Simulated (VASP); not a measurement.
# HfTiH6 (R-3m) in VASP: further runs

HfTiH6 is run at these levels: PBE; tasks: single point, relaxation of cell and atoms.

Everything below comes from runs of VASP 6.6.1. Logs are shortened: lines on timing, memory, paths and dates and some standing lists are left out, and cuts for length are marked.

## 1. The cell of the first run

The structure is trigonal, space group R-3m (No. 166). Conventional cell: a = 5.234 Å, b = 5.234 Å, c = 6.843 Å, α = 90.00°, β = 90.00°, γ = 120.00°. Hf (site symmetry -3m) has 6 H at 1.95 Å within 2.6 Å. Within 2.6 Å of Ti (site symmetry -3m) lie 12 H at 1.95 to 2.15 Å. Within 2.2 Å of H (site symmetry m) lie 5 H at 1.58 to 2.10 Å and 2 Ti at 1.95 to 2.15 Å and 1 Hf at 1.95 Å.

## 2. Single point, PBE

Input file INCAR:

```
SYSTEM = HfTiH6
PREC = Accurate
ENCUT = 520
EDIFF = 1E-7
ISMEAR = 0
SIGMA = 0.1
LREAL = .FALSE.
LASPH = .TRUE.
NELM = 80
ALGO = Normal
ISIF = 2
LWAVE = .FALSE.
LCHARG = .FALSE.
GGA = PE
NBANDS = 24
```

Input file KPOINTS:

```
regular mesh
0
G
  6 6 6
  0 0 0
```

Input file POSCAR:

```
HfTiH6
1.0
    2.6170299040      1.5109429195      2.2810869556
   -2.6170299040      1.5109429195      2.2810869556
    0.0000000000     -3.0218858390      2.2810869556
Hf Ti H
1 1 6
Direct
    0.0000000000      0.0000000000      0.0000000000
    0.5000000000      0.5000000000      0.5000000000
    0.3568346074      0.3568346074      0.9834364019
    0.9834364019      0.3568346074      0.3568346074
    0.3568346074      0.9834364019      0.3568346074
    0.0165635981      0.6431653926      0.6431653926
    0.6431653926      0.6431653926      0.0165635981
    0.6431653926      0.0165635981      0.6431653926
```

Potentials or basis: VASP PAW PBE potentials, release 64 (Hf_pv, Ti_sv, H).

The run is started by

```
cat potpaw_PBE.64/Hf_pv/POTCAR potpaw_PBE.64/Ti_sv/POTCAR potpaw_PBE.64/H/POTCAR > POTCAR
mpirun -np 1 vasp_std > vasp.out
```

OUTCAR:

```text
SYSTEM = HfTiH6
   PREC = Accurate
   ENCUT = 520
   EDIFF = 1E-7
   ISMEAR = 0
   LREAL = .FALSE.
   LASPH = .TRUE.
   NELM = 80
   ISIF = 2
   GGA = PE

 ion  position               nearest neighbor table
   1  0.000  0.000  0.000-   3 1.95   7 1.95   5 1.95   6 1.95   4 1.95   8 1.95   2 3.23   2 3.23
                             2 3.23   2 3.23   2 3.23   2 3.23
   2  0.500  0.500  0.500-   1 3.23   1 3.23   1 3.23   1 3.23   1 3.23   1 3.23
   3  0.357  0.357  0.983-   1 1.95
   4  0.983  0.357  0.357-   1 1.95
   5  0.357  0.983  0.357-   1 1.95
   6  0.017  0.643  0.643-   1 1.95
   7  0.643  0.643  0.017-   1 1.95
   8  0.643  0.017  0.643-   1 1.95

  LATTYP: Found a trigonal (rhomboedric) cell.
 ALAT       =     3.7861790401
 COS(alpha) =     0.0444683599

  Lattice vectors:

 A1 = (   2.6170299040,   1.5109429195,   2.2810869556)
 A2 = (  -2.6170299040,   1.5109429195,   2.2810869556)
 A3 = (   0.0000000000,  -3.0218858390,   2.2810869556)

Analysis of symmetry for initial positions (statically):
=====================================================================
 Subroutine PRICEL returns:
 Original cell was already a primitive cell.

 Routine SETGRP: Setting up the symmetry group for a
 trigonal (rhombohedral) supercell.

 Subroutine GETGRP returns: Found 12 space group operations
 (whereof 12 operations were pure point group operations)
 out of a pool of 12 trial point group operations.

The static configuration has the point symmetry D_3d.

Analysis of symmetry for dynamics (positions and initial velocities):
=====================================================================
 Subroutine PRICEL returns:
 Original cell was already a primitive cell.

 Routine SETGRP: Setting up the symmetry group for a
 trigonal (rhombohedral) supercell.

 Subroutine GETGRP returns: Found 12 space group operations
 (whereof 12 operations were pure point group operations)
 out of a pool of 12 trial point group operations.

The dynamic configuration has the point symmetry D_3d.

 Subroutine INISYM returns: Found 12 space group operations
 (whereof 12 operations are pure point group operations),
 and found     1 'primitive' translations

----------------------------------------------------------------------------------------

                                     Primitive cell

  volume of cell :      54.1190

  direct lattice vectors                    reciprocal lattice vectors
     2.617029904  1.510942919  2.281086956     0.191056281  0.110306395  0.146129166
    -2.617029904  1.510942919  2.281086956    -0.191056281  0.110306395  0.146129166
     0.000000000 -3.021885839  2.281086956     0.000000000 -0.220612790  0.146129166

  length of vectors
     3.786179040  3.786179040  3.786179040     0.264619985  0.264619985  0.264619985

  position of ions in fractional coordinates (direct lattice)
     0.000000000  0.000000000  0.000000000
     0.500000000  0.500000000  0.500000000
     0.356834607  0.356834607  0.983436402
     0.983436402  0.356834607  0.356834607
     0.356834607  0.983436402  0.356834607
     0.016563598  0.643165393  0.643165393
     0.643165393  0.643165393  0.016563598
     0.643165393  0.016563598  0.643165393

  ion indices of the primitive-cell ions
   primitive index   ion index
                 1           1
                 2           2
                 3           3
                 4           4
                 5           5
                 6           6
                 7           7
                 8           8

----------------------------------------------------------------------------------------

 KPOINTS: regular mesh

Automatic generation of k-mesh.
 Grid dimensions read from file:
 generate k-points for:    6    6    6

 Generating k-lattice:

  Cartesian coordinates                     Fractional coordinates (reciprocal lattice)
     0.031842713  0.018384399  0.024354861     0.166666667  0.000000000 -0.000000000
    -0.031842713  0.018384399  0.024354861     0.000000000  0.166666667 -0.000000000
     0.000000000 -0.036768798  0.024354861    -0.000000000 -0.000000000  0.166666667

  Length of vectors
     0.044103331  0.044103331  0.044103331

  Shift w.r.t. Gamma in fractional coordinates (k-lattice)
     0.000000000  0.000000000  0.000000000

 Subroutine IBZKPT returns following result:
 ===========================================

 Found     32 irreducible k-points:

 Following reciprocal coordinates:
            Coordinates               Weight
  0.000000  0.000000  0.000000      1.000000
  0.166667 -0.000000  0.000000      6.000000
  0.333333 -0.000000  0.000000      6.000000
  0.500000 -0.000000  0.000000      3.000000
  0.166667  0.166667  0.000000      6.000000
  0.333333  0.166667 -0.000000     12.000000
[... 16 lines left out ...]
  0.500000  0.500000  0.166667      6.000000
 -0.333333  0.500000  0.166667     12.000000
 [... further k-points ...]
   k-points           NKPTS =     32   k-points in BZ     NKDIM =     32   number of bands    NBANDS=     24
   number of dos      NEDOS =    301   number of ions     NIONS =      8
   total plane-waves  NPLWV =  21952
   dimension x,y,z NGX =    28 NGY =   28 NGZ =   28
   dimension x,y,z NGXF=    56 NGYF=   56 NGZF=   56
   ions per type =               1   1   6
   NGX,Y,Z   is equivalent  to a cutoff of  12.29, 12.29, 12.29 a.u.
   NGXF,Y,Z  is equivalent  to a cutoff of  24.59, 24.59, 24.59 a.u.
 SYSTEM =  HfTiH6
   PREC   = accura    normal or accurate (medium, high low for compatibility)
   ISTART =      0    job   : 0-new  1-cont  2-samecut
   ICHARG =      2    charge: 1-file 2-atom 10-const
   ISPIN  =      1    spin polarized calculation?
   LNONCOLLINEAR =      F non collinear calculations
   LSORBIT =      F    spin-orbit coupling
   LASPH  =      T    aspherical Exc in radial PAW
   ENCUT  =  520.0 eV  38.22 Ry    6.18 a.u.   7.04  7.04  7.04*2*pi/ulx,y,z
   NELM   =     80;   NELMIN=  2; NELMDL= -5     # of ELM steps
   EDIFF  = 0.1E-06   stopping-criterion for ELM
   LREAL  =      F    real-space projection
   EDIFFG = 0.1E-05   stopping-criterion for IOM
   NSW    =      0    number of steps for IOM
   IBRION =     -1    ionic relax: 0-MD 1-quasi-New 2-CG
   NFREE  =      0    steps in history (QN), initial steepest desc. (CG)
   ISIF   =      2    stress and relaxation
   ISYM   =      2    0-nonsym 1-usesym 2-fastsym
   POTIM  = 0.5000    time-step for ionic-motion
   TEBEG  =    0.0;   TEEND  =   0.0 temperature during run
   PSTRESS=    0.0 pullay stress
   NELECT =      28.0000    total number of electrons
   NUPDOWN=      -1.0000    fix difference up-down
   EMIN   =  10.00;   EMAX   =-10.00  energy-range for DOS
   EFERMI =   0.00;   METHOD = LEGACY
   ISMEAR =     0;   SIGMA  =   0.10  broadening in eV -4-tet -1-fermi 0-gaus
   EFERMI_NEDOS =   21; number of points for ismear=-14 and -15
   IALGO  =     38    algorithm
   IMIX   =      4    mixing-type and parameters
     AMIX     =   0.40;   BMIX     =  1.00
     AMIX_MAG =   1.60;   BMIX_MAG =  1.00
  volume/ion in A,a.u.               =       6.76        45.65
  Fermi-wavevector in a.u.,A,eV,Ry     =   1.314249  2.483570 23.500659  1.727250
  Thomas-Fermi vector in A             =   2.444515
   LORBIT       =      0    0 simple, 1 ext, 2 COOP (PROOUT), +10 PAW based schemes
   GGA     = PE    functional components
   LHFCALC =     F    Hartree Fock is set to
   AEXX    =    0.0000 exact exchange contribution
   IVDW    =     0    specifies the selected vdW correction
   LEPSILON=     F    determine dielectric tensor
   LRPA    =     F    only Hartree local field effects (RPA)
 non-spin polarized calculation
 Gauss-broadening in eV      SIGMA  =   0.10
  energy-cutoff  :      520.00
  volume of cell :       54.12
 maximum number of plane-waves:      1478
   NGX = 15   NGY = 15   NGZ = 15

 number of electron      28.0000003 magnetization

 Free energy of the ion-electron system (eV)
  ---------------------------------------------------
  ext. energy  EPLUGINS =         0.00000000
  ---------------------------------------------------
  free energy    TOTEN  =       -38.06567750 eV

  energy without entropy =      -38.05244842  energy(sigma->0) =      -38.05906296

 E-fermi :   6.2585     XC(G=0): -11.3970

 val. band max:        6.2067269889   @ k =  -0.1667   0.1667   0.0000
 cond. band min:       6.2602311678   @ k =   0.3333   0.1667   0.1667
 fundamental gap:      0.0535041789
 Fermi energy:         6.2585177585

 k-point     1 :       0.0000    0.0000    0.0000
  band No.  band energies     occupation
      1     -51.3079      2.00000
      2     -27.6976      2.00000
      3     -27.5353      2.00000
      4     -27.5353      2.00000
      5     -25.1445      2.00000
      6     -25.1445      2.00000
[... 16 lines left out ...]
     23      12.1299      0.00000
     24      12.6842      0.00000

 k-point     2 :       0.1667   -0.0000    0.0000
  band No.  band energies     occupation
      1     -51.3074      2.00000
      2     -27.7003      2.00000
      3     -27.5402      2.00000
      4     -27.5334      2.00000
      5     -25.1612      2.00000
      6     -25.1445      2.00000
[... 16 lines left out ...]
     23      12.1931      0.00000
     24      12.4570      0.00000

 k-point     3 :       0.3333   -0.0000    0.0000
  band No.  band energies     occupation
      1     -51.3065      2.00000
      2     -27.7066      2.00000
      3     -27.5487      2.00000
      4     -27.5296      2.00000
      5     -25.2010      2.00000
      6     -25.1443      2.00000
[... 16 lines left out ...]
     23      13.1129      0.00000
     24      13.9983      0.00000
[... 514 lines left out ...]
 k-point    23 :       0.5000    0.5000    0.1667
  band No.  band energies     occupation
      1     -51.3038      2.00000
      2     -27.7264      2.00000
      3     -27.5730      2.00000
      4     -27.5468      2.00000
      5     -25.2071      2.00000
      6     -25.1881      2.00000
[... 16 lines left out ...]
     23      12.0388      0.00000
     24      12.4302      0.00000

 k-point    24 :      -0.3333    0.5000    0.1667
  band No.  band energies     occupation
      1     -51.3043      2.00000
      2     -27.7224      2.00000
      3     -27.5671      2.00000
      4     -27.5475      2.00000
      5     -25.2054      2.00000
      6     -25.1770      2.00000
[... 16 lines left out ...]
     23      11.9995      0.00000
     24      12.8058      0.00000

 [... further k-points ...]

------------------------ aborting loop because EDIFF is reached ----------------------------------------

  FORCE on cell =-STRESS in cart. coord.  units (eV):
  Direction    XX          YY          ZZ          XY          YZ          ZX
  --------------------------------------------------------------------------------------
  -------------------------------------------------------------------------------------
  Total       -0.1668079     -0.1668079     -0.1262172      0.0000000      0.0000000      0.0000000
  in kB       -4.9382977     -4.9382977     -3.7366219      0.0000000      0.0000000      0.0000000
  external PRESSURE =      -4.5377391 kB  Pullay stress =       0.0000000 kB

 VOLUME and BASIS-vectors are now :
 -----------------------------------------------------------------------------
  energy-cutoff  :      520.00
  volume of cell :       54.12
      direct lattice vectors                 reciprocal lattice vectors
     2.617029904  1.510942919  2.281086956     0.191056281  0.110306395  0.146129166
    -2.617029904  1.510942919  2.281086956    -0.191056281  0.110306395  0.146129166
     0.000000000 -3.021885839  2.281086956     0.000000000 -0.220612790  0.146129166

 POSITION                                       TOTAL-FORCE (eV/Angst)
 -----------------------------------------------------------------------------------
      0.00000      0.00000      0.00000        -0.000000      0.000000      0.000000
      0.00000      0.00000      3.42163        -0.000000      0.000000      0.000000
      0.00000     -1.89352      3.87125        -0.000000     -0.002274     -0.000438
      1.63984      0.94676      3.87125         0.001969      0.001137     -0.000438
     -1.63984      0.94676      3.87125        -0.001969      0.001137     -0.000438
     -1.63984     -0.94676      2.97202        -0.001969     -0.001137      0.000438
      0.00000      1.89352      2.97202        -0.000000      0.002274      0.000438
      1.63984     -0.94676      2.97202         0.001969     -0.001137      0.000438
 -----------------------------------------------------------------------------------
    total drift:                               -0.000000     -0.000000      0.000000

  FREE ENERGIE OF THE ION-ELECTRON SYSTEM (eV)
  ---------------------------------------------------
  free  energy   TOTEN  =       -38.0656775037 eV

  energy  without entropy=      -38.0524484152  energy(sigma->0) =      -38.05906296
```

Wall time 54 s (1 thread of AMD EPYC 7R43 (Zen 3), shared host); peak memory 0.15 GiB.

Results:

```
Free energy            : -38.0657 eV
Pressure               : -0.5 GPa
Band gap on the k mesh : zero (bands 14 and 15 overlap by 1.41 eV)
```

Forces on the atoms (eV/Å):
```
Hf   0.000  0.000  0.000
Ti   0.000  0.000  0.000
H    0.000 -0.002  0.000
H    0.002  0.001  0.000
H   -0.002  0.001  0.000
H   -0.002 -0.001  0.000
H    0.000  0.002  0.000
H    0.002 -0.001  0.000
```

Levels at points of the mesh, in eV from the Fermi level:
```
           k point  band 10  band 11  band 12  band 13  band 14  band 15  band 16  band 17  band 18  band 19
(0.00, 0.00, 0.00)    -6.86    -2.55    -0.99    -0.99    -0.62    -0.62    -0.36     1.16     1.16     2.17
(0.50, 0.00, 0.00)    -5.54    -4.23    -3.14    -2.63    -0.56    -0.42     0.37     0.79     1.12     2.00
(0.50, 0.50, 0.00)    -7.15    -6.54    -3.51    -2.22     0.02     0.51     0.74     1.52     2.20     2.32
(0.50, 0.50, 0.50)    -7.08    -6.36    -3.48    -3.48     0.79     0.79     1.45     1.88     3.00     3.00
```

Caveat: spin-orbit coupling is left out, which moves the levels of the heavy elements.

## 3. Single point, PBE

This run uses another cell than the first one, of 8.17 Å³/atom.

INCAR: that of step 2 with these lines changed.

```diff
@@ -12,4 +12,6 @@
 LWAVE = .FALSE.
-LCHARG = .FALSE.
+LCHARG = .TRUE.
 GGA = PE
+LELF = .TRUE.
+LVHAR = .TRUE.
 NBANDS = 24
```

Input file KPOINTS:

```
Automatic mesh
0
G
  6 6 6
  0 0 0
```

Input file POSCAR:

```
HfTiH6
1.0
    3.0642048032      1.7691194680      2.0102965892
   -3.0642048032      1.7691194680      2.0102965892
    0.0000000000     -3.5382389359      2.0102965892
Hf Ti H
1 1 6
Direct
    0.0000000000      0.0000000000      0.0000000000
    0.5000000000      0.5000000000      0.5000000000
    0.2650000000      0.2650000000      0.9260000000
    0.9260000000      0.2650000000      0.2650000000
    0.2650000000      0.9260000000      0.2650000000
    0.0740000000      0.7350000000      0.7350000000
    0.7350000000      0.7350000000      0.0740000000
    0.7350000000      0.0740000000      0.7350000000
```

Potentials or basis: VASP PAW PBE potentials, release 64 (Hf_pv, Ti_sv, H).

The run is started by

```
cat potpaw_PBE.64/Hf_pv/POTCAR potpaw_PBE.64/Ti_sv/POTCAR potpaw_PBE.64/H/POTCAR > POTCAR
mpirun -np 1 vasp_std > vasp.out
```

Wall time 1.7 min (1 thread of AMD EPYC 7R43 (Zen 3), shared host); peak memory 0.16 GiB.

Results (log left out):

* Free energy: -28.2811 eV
* Pressure: 40.0 GPa
* Largest force: 8.070 eV/Å
* Band gap on the k mesh: zero (bands 14 and 15 overlap by 1.24 eV)

Forces in eV/Å, atoms in the order of the input:
```
Hf   0.000  0.000  0.000
Ti   0.000  0.000  0.000
H    0.000  6.184  5.185
H   -5.356 -3.092  5.185
H    5.356 -3.092  5.185
H    5.356  3.092 -5.185
H    0.000 -6.184 -5.185
H   -5.356  3.092 -5.185
```

Stress tensor (GPa, compression positive):
```
33.08  0.00  0.00
 0.00 33.08  0.00
 0.00  0.00 53.96
```

Levels at points of the mesh, in eV from the Fermi level:
| k point | band 11 | band 12 | band 13 | band 14 | band 15 | band 16 | band 17 | band 18 |
| --- | --- | --- | --- | --- | --- | --- | --- | --- |
| (0.00, 0.00, 0.00) | -0.99 | -0.99 | -0.83 | -0.78 | -0.78 | -0.71 | 0.65 | 0.65 |
| (0.50, 0.00, 0.00) | -4.94 | -2.43 | -1.78 | -0.14 | 0.07 | 0.31 | 0.83 | 0.99 |
| (0.50, 0.50, 0.00) | -4.39 | -3.25 | -1.36 | 0.45 | 0.55 | 0.65 | 1.01 | 1.02 |
| (0.50, 0.50, 0.50) | -2.97 | -2.92 | -2.92 | 0.15 | 0.77 | 0.77 | 2.10 | 2.32 |

Caveat: the cell stands under pressure; spin-orbit coupling is left out, which moves the levels of the heavy elements; forces of over 1 eV/Å act on the atoms, so gaps and moduli don't describe the material at rest.

## 4. Relaxation of cell and atoms, PBE

This run uses another cell than the first one, of 8.17 Å³/atom.

Input file INCAR:

```
SYSTEM = HfTiH6
  ALGO = Normal
  EDIFF = 1E-6
  EDIFFG = -0.04
  ENCUT = 600
  GGA = PE
  IBRION = 2
  ISIF = 3
  ISMEAR = 0
  LASPH = .True.
  LCHARG = .False.
  LREAL = .False.
  LWAVE = .False.
  NELM = 100
  NSW = 90
  PREC = Accurate
  SIGMA = 0.1
```

Input file KPOINTS:

```
k-points
0
Gamma
  6 6 6
  0 0 0
```

POSCAR is that of step 3.

The run is started by

```
cat potpaw_PBE.64/Hf_pv/POTCAR potpaw_PBE.64/Ti_sv/POTCAR potpaw_PBE.64/H/POTCAR > POTCAR
mpirun -np 1 vasp_std > vasp.out
```

Wall time 16 min (1 thread of AMD EPYC 7R43 (Zen 3), shared host); peak memory 0.22 GiB.

Results (log left out):

```yaml
Free_energy: -38.0681 eV
Relaxed_volume: 6.73 Å³/atom
Relaxed_cell: a = 3.779 Å, b = 3.779 Å, c = 3.779 Å, α = 87.59°, β = 87.59°, γ = 87.59°
Space_group_after_relaxing_to_0.1_Å: R-3m (No. 166)
Energy_gained_by_relaxing: 1222.7 meV/atom
Ionic_steps: 15
Pressure_after_relaxing: 0.3 GPa
Largest_force_after_relaxing: 0.016 eV/Å
Band_gap_on_the_k_mesh: zero (bands 14 and 15 overlap by 1.41 eV)
```

Forces on the atoms (eV/Å):
```
Hf   0.000  0.000  0.000
Ti   0.000  0.000  0.000
H    0.000 -0.014 -0.007
H    0.012  0.007 -0.007
H   -0.012  0.007 -0.007
H   -0.012 -0.007  0.007
H    0.000  0.014  0.007
H    0.012 -0.007  0.007
```

Stress tensor (GPa, compression positive):
```
0.14 0.00 0.00
0.00 0.14 0.00
0.00 0.00 0.67
```

Step by step:
```csv
step,energy change (eV),largest force (eV/Å),pressure (GPa),volume (Å³)
1,0.0000,8.0679,40.12,65.39
2,-7.0824,0.4448,-17.38,86.67
3,-7.6161,0.5253,-11.14,80.70
4,-7.6180,0.5972,-10.66,80.38
5,-8.1888,0.5983,-8.86,73.91
6,-8.9076,0.6606,8.07,56.53
7,-8.9441,0.5735,2.16,60.21
8,-8.9497,0.5868,3.69,59.16
9,-9.1434,0.5918,0.88,58.77
10,-9.2065,0.8682,-1.20,58.34
11,-9.3801,0.7812,-2.09,57.71
12,-9.6416,0.6068,-4.38,55.67
13,-9.7705,0.1749,0.93,53.48
14,-9.7730,0.1018,1.92,53.14
15,-9.7815,0.0157,0.32,53.83
```

Final structure:
```
Hf Ti H
1.0
     2.61556    1.51009    2.27159
    -2.61556    1.51009    2.27159
     0.00000   -3.02019    2.27159
Hf Ti H
1 1 6
Cartesian
  0.0000 0.0000 0.0000
  0.0000 0.0000 3.4074
  0.0000 -1.8912 3.8583
  1.6379 0.9456 3.8583
  -1.6379 0.9456 3.8583
  -1.6379 -0.9456 2.9564
  0.0000 1.8912 2.9564
  1.6379 -0.9456 2.9564
```

Levels at points of the mesh, in eV from the Fermi level:
```csv
k point,band 10,band 11,band 12,band 13,band 14,band 15,band 16,band 17,band 18,band 19
"(0.00, 0.00, 0.00)",-6.91,-2.52,-0.96,-0.96,-0.61,-0.61,-0.37,1.15,1.15,2.79
"(0.50, 0.00, 0.00)",-5.60,-4.22,-3.13,-2.65,-0.57,-0.42,0.38,0.79,1.13,2.03
"(0.50, 0.50, 0.00)",-7.15,-6.59,-3.52,-2.23,0.03,0.51,0.75,1.53,2.21,2.36
"(0.50, 0.50, 0.50)",-7.13,-6.34,-3.48,-3.48,0.80,0.80,1.50,1.91,3.03,3.03
```

Caveat: the volume moved by over 15 % at a fixed basis, so the end points are rough; spin-orbit coupling is left out, which moves the levels of the heavy elements.

(Part 1 of 2 ends here.)
